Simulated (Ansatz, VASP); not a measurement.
BaTe: VASP beside Ansatz

```
Ba Te
1.0
     0.00000    3.91416    3.91416
     3.91416    0.00000    3.91416
     3.91416    3.91416    0.00000
Ba Te
1 1
Direct
  0.00000 0.00000 0.00000
  0.25000 0.25000 0.25000
```

Alike in both runs: task single point; functional PBE; dispersion D4; k mesh 4 × 4 × 4; no spin polarisation.

|  | VASP | Ansatz |
| --- | --- | --- |
| version | VASP 6.6.1 | Ansatz 0.2.0 |
| potentials or method | VASP PAW PBE potentials, release 64 (Ba_sv, Te) | plane waves |
| plane-wave cutoff (eV) | 500 | 420 |
| occupations | gaussian, width 0.01 eV | fixed |
| valence electrons in the cell | 16 | 26 |

|  | VASP | Ansatz | Ansatz less VASP |
| --- | --- | --- | --- |
| gap on the k mesh at the Fermi level (eV) | 2.58 | 2.57 | -0.011 |
| pressure (GPa) | -0.4 | -0.6 | -0.20 |

VASP's potentials hold 16 valence electrons a cell and Ansatz's 26, so a difference there can come from the potentials and not from the codes.

Spin-orbit coupling is off throughout.
